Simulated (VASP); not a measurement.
# MgO (P6_3mc) in VASP: notebook

MgO is run at these levels: PBE; tasks: single point.

Program: VASP 6.6.1. These are calculated values, not measurements. Logs are shortened: lines on timing, memory, paths and dates and some standing lists are left out, and cuts for length are marked.

### Step 1. The cell of the first run

Symmetry: P6_3mc, No. 186, hexagonal system. The conventional cell has a = 3.571 Å, b = 3.571 Å, c = 4.414 Å, α = 90.00°, β = 90.00°, γ = 120.00°. Mg (site symmetry 3m) has 4 O at 1.77 to 2.11 Å within 2.4 Å. O (site symmetry 3m) has 4 Mg at 1.77 to 2.11 Å within 2.4 Å.

### Step 2. Single point, PBE (c/a of the conventional cell at fixed volume 1.2359)

File INCAR:

```
SYSTEM = MgO
PREC = Accurate ; ENCUT = 520
EDIFF = 1E-7 ; ISMEAR = 0
SIGMA = 0.05 ; LREAL = .FALSE.
LASPH = .TRUE. ; NELM = 60
ALGO = Normal ; ISIF = 2
LWAVE = .FALSE. ; LCHARG = .FALSE.
GGA = PE ; NBANDS = 16
```

File KPOINTS:

```
Automatic mesh
0
G
  9 9 6
  0 0 0
```

File POSCAR:

```
MgO
1.0
    3.5712471184      0.0000000000      0.0000000000
   -1.7856235592      3.0927907277      0.0000000000
    0.0000000000      0.0000000000      4.4137043136
Mg O
2 2
Direct
    0.3333333333      0.6666666667     -0.0034438731
    0.6666666667      0.3333333333      0.4965561269
    0.3333333333      0.6666666667      0.3982811987
    0.6666666667      0.3333333333      0.8982811987
```

Potentials or basis: VASP PAW PBE potentials, release 64 (Mg, O).

The run is started by

```sh
> cat potpaw_PBE.64/Mg/POTCAR potpaw_PBE.64/O/POTCAR > POTCAR
> mpirun -np 1 vasp_std > vasp.out
```

OUTCAR:

```text
SYSTEM = MgO
   PREC = Accurate
   ENCUT = 520
   EDIFF = 1E-7
   ISMEAR = 0
   LREAL = .FALSE.
   LASPH = .TRUE.
   NELM = 60
   ISIF = 2
   GGA = PE

 ion  position               nearest neighbor table
   1  0.333  0.667  0.997-   3 1.77   4 2.11   4 2.11   4 2.11   3 2.64   2 3.02   2 3.02   2 3.02
                             2 3.02   2 3.02   2 3.02
   2  0.667  0.333  0.497-   4 1.77   3 2.11   3 2.11   3 2.11   4 2.64   1 3.02   1 3.02   1 3.02
                             1 3.02   1 3.02   1 3.02
   3  0.333  0.667  0.398-   1 1.77   2 2.11   2 2.11   2 2.11   1 2.64
   4  0.667  0.333  0.898-   2 1.77   1 2.11   1 2.11   1 2.11   2 2.64

  LATTYP: Found a hexagonal cell.
 ALAT       =     3.5712471184
 C/A-ratio  =     1.2359000000

  Lattice vectors:

 A1 = (   3.5712471184,   0.0000000000,   0.0000000000)
 A2 = (  -1.7856235592,   3.0927907277,   0.0000000000)
 A3 = (   0.0000000000,   0.0000000000,   4.4137043136)

Analysis of symmetry for initial positions (statically):
=====================================================================
 Subroutine PRICEL returns:
 Original cell was already a primitive cell.

 Routine SETGRP: Setting up the symmetry group for a
 hexagonal supercell.

 Subroutine GETGRP returns: Found 12 space group operations
 (whereof  6 operations were pure point group operations)
 out of a pool of 24 trial point group operations.

The static configuration has the point symmetry C_3v.
 The point group associated with its full space group is C_6v.

Analysis of symmetry for dynamics (positions and initial velocities):
=====================================================================
 Subroutine PRICEL returns:
 Original cell was already a primitive cell.

 Routine SETGRP: Setting up the symmetry group for a
 hexagonal supercell.

 Subroutine GETGRP returns: Found 12 space group operations
 (whereof  6 operations were pure point group operations)
 out of a pool of 24 trial point group operations.

The dynamic configuration has the point symmetry C_3v.
 The point group associated with its full space group is C_6v.

 Subroutine INISYM returns: Found 12 space group operations
 (whereof  6 operations are pure point group operations),
 and found     1 'primitive' translations

----------------------------------------------------------------------------------------

                                     Primitive cell

  volume of cell :      48.7499

  direct lattice vectors                    reciprocal lattice vectors
     3.571247118  0.000000000  0.000000000     0.280014227  0.161666289  0.000000000
    -1.785623559  3.092790728  0.000000000     0.000000000  0.323332578  0.000000000
     0.000000000  0.000000000  4.413704314     0.000000000  0.000000000  0.226567058

  length of vectors
     3.571247118  3.571247118  4.413704314     0.323332578  0.323332578  0.226567058

  position of ions in fractional coordinates (direct lattice)
     0.333333333  0.666666667  0.996556127
     0.666666667  0.333333333  0.496556127
     0.333333333  0.666666667  0.398281199
     0.666666667  0.333333333  0.898281199

  ion indices of the primitive-cell ions
   primitive index   ion index
                 1           1
                 2           2
                 3           3
                 4           4

----------------------------------------------------------------------------------------

 KPOINTS: Automatic mesh

Automatic generation of k-mesh.
 Grid dimensions read from file:
 generate k-points for:    9    9    6

 Generating k-lattice:

  Cartesian coordinates                     Fractional coordinates (reciprocal lattice)
     0.031112692  0.017962921  0.000000000     0.111111111  0.000000000  0.000000000
     0.000000000  0.035925842  0.000000000     0.000000000  0.111111111  0.000000000
     0.000000000  0.000000000  0.037761176     0.000000000  0.000000000  0.166666667

  Length of vectors
     0.035925842  0.035925842  0.037761176

  Shift w.r.t. Gamma in fractional coordinates (k-lattice)
     0.000000000  0.000000000  0.000000000

 Subroutine IBZKPT returns following result:
 ===========================================

 Found     48 irreducible k-points:

 Following reciprocal coordinates:
            Coordinates               Weight
  0.000000  0.000000  0.000000      1.000000
  0.111111 -0.000000  0.000000      6.000000
  0.222222 -0.000000  0.000000      6.000000
  0.333333 -0.000000  0.000000      6.000000
  0.444444 -0.000000  0.000000      6.000000
  0.111111  0.111111  0.000000      6.000000
[... 16 lines left out ...]
  0.333333  0.222222  0.166667     24.000000
  0.333333  0.333333  0.166667      4.000000
 [... further k-points ...]
   k-points           NKPTS =     48   k-points in BZ     NKDIM =     48   number of bands    NBANDS=     16
   number of dos      NEDOS =    301   number of ions     NIONS =      4
   total plane-waves  NPLWV =  28224
   dimension x,y,z NGX =    28 NGY =   28 NGZ =   36
   dimension x,y,z NGXF=    56 NGYF=   56 NGZF=   72
   ions per type =               2   2
   NGX,Y,Z   is equivalent  to a cutoff of  13.03, 13.03, 13.56 a.u.
   NGXF,Y,Z  is equivalent  to a cutoff of  26.07, 26.07, 27.12 a.u.
 SYSTEM =  MgO
   PREC   = accura    normal or accurate (medium, high low for compatibility)
   ISTART =      0    job   : 0-new  1-cont  2-samecut
   ICHARG =      2    charge: 1-file 2-atom 10-const
   ISPIN  =      1    spin polarized calculation?
   LNONCOLLINEAR =      F non collinear calculations
   LSORBIT =      F    spin-orbit coupling
   LASPH  =      T    aspherical Exc in radial PAW
   ENCUT  =  520.0 eV  38.22 Ry    6.18 a.u.   6.64  6.64  8.21*2*pi/ulx,y,z
   NELM   =     60;   NELMIN=  2; NELMDL= -5     # of ELM steps
   EDIFF  = 0.1E-06   stopping-criterion for ELM
   LREAL  =      F    real-space projection
   EDIFFG = 0.1E-05   stopping-criterion for IOM
   NSW    =      0    number of steps for IOM
   IBRION =     -1    ionic relax: 0-MD 1-quasi-New 2-CG
   NFREE  =      0    steps in history (QN), initial steepest desc. (CG)
   ISIF   =      2    stress and relaxation
   ISYM   =      2    0-nonsym 1-usesym 2-fastsym
   POTIM  = 0.5000    time-step for ionic-motion
   TEBEG  =    0.0;   TEEND  =   0.0 temperature during run
   PSTRESS=    0.0 pullay stress
   NELECT =      16.0000    total number of electrons
   NUPDOWN=      -1.0000    fix difference up-down
   EMIN   =  10.00;   EMAX   =-10.00  energy-range for DOS
   EFERMI =   0.00;   METHOD = LEGACY
   ISMEAR =     0;   SIGMA  =   0.05  broadening in eV -4-tet -1-fermi 0-gaus
   EFERMI_NEDOS =   21; number of points for ismear=-14 and -15
   IALGO  =     38    algorithm
   IMIX   =      4    mixing-type and parameters
     AMIX     =   0.40;   BMIX     =  1.00
     AMIX_MAG =   1.60;   BMIX_MAG =  1.00
  volume/ion in A,a.u.               =      12.19        82.25
  Fermi-wavevector in a.u.,A,eV,Ry     =   1.129250  2.133974 17.350238  1.275207
  Thomas-Fermi vector in A             =   2.265943
   LORBIT       =      0    0 simple, 1 ext, 2 COOP (PROOUT), +10 PAW based schemes
   GGA     = PE    functional components
   LHFCALC =     F    Hartree Fock is set to
   AEXX    =    0.0000 exact exchange contribution
   IVDW    =     0    specifies the selected vdW correction
   LEPSILON=     F    determine dielectric tensor
   LRPA    =     F    only Hartree local field effects (RPA)
 non-spin polarized calculation
 Gauss-broadening in eV      SIGMA  =   0.05
  energy-cutoff  :      520.00
  volume of cell :       48.75
 maximum number of plane-waves:      1349
 NGX is ok and might be reduce to    28
   NGX = 13   NGY = 13   NGZ = 17

 number of electron      16.0000000 magnetization

 Free energy of the ion-electron system (eV)
  ---------------------------------------------------
  ext. energy  EPLUGINS =         0.00000000
  ---------------------------------------------------
  free energy    TOTEN  =       -22.75136947 eV

  energy without entropy =      -22.75136947  energy(sigma->0) =      -22.75136947

 E-fermi :   1.3356     XC(G=0):  -9.5788

 val. band max:        1.0919862552   @ k =   0.0000   0.0000   0.0000
 cond. band min:       4.2217172655   @ k =   0.0000   0.0000   0.0000
 fundamental gap:      3.1297310104
 Fermi energy:         1.3355643707

 k-point     1 :       0.0000    0.0000    0.0000
  band No.  band energies     occupation
      1     -15.2254      2.00000
      2     -14.1702      2.00000
      3      -1.8309      2.00000
      4      -0.1376      2.00000
      5      -0.1376      2.00000
      6       0.5740      2.00000
[... 8 lines left out ...]
     15      16.1034      0.00000
     16      16.6344      0.00000

 k-point     2 :       0.1111   -0.0000    0.0000
  band No.  band energies     occupation
      1     -15.1764      2.00000
      2     -14.1758      2.00000
      3      -1.7442      2.00000
      4      -0.3373      2.00000
      5      -0.2258      2.00000
      6       0.2468      2.00000
[... 8 lines left out ...]
     15      16.2265      0.00000
     16      16.4068      0.00000

 k-point     3 :       0.2222   -0.0000    0.0000
  band No.  band energies     occupation
      1     -15.0425      2.00000
      2     -14.1989      2.00000
      3      -1.5067      2.00000
      4      -0.9075      2.00000
      5      -0.4122      2.00000
      6      -0.1911      2.00000
[... 8 lines left out ...]
     15      15.5163      0.00000
     16      15.7483      0.00000
[... 362 lines left out ...]
 k-point    23 :       0.3333    0.2222    0.1667
  band No.  band energies     occupation
      1     -14.5888      2.00000
      2     -14.3830      2.00000
      3      -1.8359      2.00000
      4      -1.3260      2.00000
      5      -1.0004      2.00000
      6      -0.0273      2.00000
[... 8 lines left out ...]
     15      14.8494      0.00000
     16      16.4010      0.00000

 k-point    24 :       0.3333    0.3333    0.1667
  band No.  band energies     occupation
      1     -14.4740      2.00000
      2     -14.4740      2.00000
      3      -1.7664      2.00000
      4      -1.2604      2.00000
      5      -1.2604      2.00000
      6       0.1147      2.00000
[... 8 lines left out ...]
     15      14.8687      0.00000
     16      16.9687      0.00000

 [... further k-points ...]

------------------------ aborting loop because EDIFF is reached ----------------------------------------

  FORCE on cell =-STRESS in cart. coord.  units (eV):
  Direction    XX          YY          ZZ          XY          YZ          ZX
  --------------------------------------------------------------------------------------
  -------------------------------------------------------------------------------------
  Total       -3.0660269     -3.0660269      9.6925868      0.0000000     -0.0000000     -0.0000000
  in kB     -100.7657342   -100.7657342    318.5492670      0.0000000     -0.0000000     -0.0000000
  external PRESSURE =      39.0059328 kB  Pullay stress =       0.0000000 kB

 VOLUME and BASIS-vectors are now :
 -----------------------------------------------------------------------------
  energy-cutoff  :      520.00
  volume of cell :       48.75
      direct lattice vectors                 reciprocal lattice vectors
     3.571247118  0.000000000  0.000000000     0.280014227  0.161666289  0.000000000
    -1.785623559  3.092790728  0.000000000     0.000000000  0.323332578  0.000000000
     0.000000000  0.000000000  4.413704314     0.000000000  0.000000000  0.226567058

 POSITION                                       TOTAL-FORCE (eV/Angst)
 -----------------------------------------------------------------------------------
     -0.00000      2.06186      4.39850        -0.000000     -0.000000     -3.249233
      1.78562      1.03093      2.19165        -0.000000     -0.000000     -3.249233
     -0.00000      2.06186      1.75790         0.000000      0.000000      3.249233
      1.78562      1.03093      3.96475        -0.000000     -0.000000      3.249233
 -----------------------------------------------------------------------------------
    total drift:                               -0.000000      0.000000     -0.001321

  FREE ENERGIE OF THE ION-ELECTRON SYSTEM (eV)
  ---------------------------------------------------
  free  energy   TOTEN  =       -22.7513694740 eV

  energy  without entropy=      -22.7513694740  energy(sigma->0) =      -22.75136947
```

Wall time 32 s (1 thread of Intel Xeon 6975P-C (Granite Rapids), shared host); peak memory 0.18 GiB.

Results:

- Free energy: -22.7514 eV
- Pressure: 3.9 GPa
- Largest force: 3.249 eV/Å
- Band gap on the k mesh: 3.13 eV, direct

Forces in eV/Å, atoms in the order of the input:
```
Mg   0.000  0.000 -3.249
Mg   0.000  0.000 -3.249
O    0.000  0.000  3.249
O    0.000  0.000  3.249
```

Levels at points of the mesh, in eV from the valence-band top:
| k point | band 6 | band 7 | band 8 | band 9 | band 10 | band 11 |
| --- | --- | --- | --- | --- | --- | --- |
| (0.00, 0.00, 0.00) | -0.52 | -0.52 | 0.00 | 3.13 | 8.28 | 11.25 |
| (0.00, 0.00, 0.50) | -0.88 | -0.88 | -0.88 | 5.81 | 5.81 | 12.66 |

Caveat: forces of over 1 eV/Å act on the atoms, so gaps and moduli don't describe the material at rest. A k mesh can miss the band edges.

[end of part 1 of 2]
